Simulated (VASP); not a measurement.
Runs of VASP 6.6.1 on Mn. The structure is that of space group Fm-3m (No. 225), or close to it. The cells are those of the table. 

```csv
cell,k mesh,gap on the mesh (eV),pressure (GPa)
"a = 2.444 Å, angles 60.0°, 1 atom",27 × 27 × 27,none,(b)
"a = 2.461 Å, angles 60.0°, 1 atom",27 × 27 × 27,none,5.6
"a = 2.427 Å, angles 60.0°, 1 atom",18 × 18 × 18,none,19.5
"a = 2.461 Å, angles 60.0°, 1 atom",18 × 18 × 18,none,5.5
"a = 2.526 Å, angles 60.0°, 1 atom",18 × 18 × 18,none,(a)
```

Alike in all rows: task single point; level PBE; potentials or basis VASP PAW PBE potentials, release 64 (Mn_pv); no spin polarisation; cutoff (eV) 520; smearing fermi-dirac 0.0612256 eV.

**Question.** Estimate the missing entries.

**Answer.** (a) -14.5; (b) 12.2.

Caveats: the run has no spin polarisation, though such a crystal can be magnetic.

A gap of «none» marks levels without a gap at the run's occupations.
